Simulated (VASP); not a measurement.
Input of a VASP 6.6.1 run:

The input INCAR:

```
  PREC = Accurate
  ENCUT = 520
  EDIFF = 1E-6
  ISMEAR = -1
  SIGMA = 0.15
  LREAL = False
  LASPH = True
  NELM = 60
  ALGO = Normal
  ISIF = 2
  LWAVE = False
  LCHARG = False
  GGA = PE
  NBANDS = 12
```

Contents of KPOINTS:

```
regular mesh
0
Gamma
  4 4 4
```

The input POSCAR:

```
Ag
1.0
    0.0000000000      2.0724000000      2.0724000000
    2.0724000000      0.0000000000      2.0724000000
    2.0724000000      2.0724000000      0.0000000000
Ag
1
Direct
    0.0000000000      0.0000000000      0.0000000000
```

Potentials or basis: VASP PAW PBE potentials, release 64 (Ag).

Launch:

```console
$ cat potpaw_PBE.64/Ag/POTCAR > POTCAR
$ mpirun -np 1 vasp_std > vasp.out
```

Predict the pressure.

0.8 GPa.

Caveat: the k points lie up to 0.66 Å⁻¹ apart.
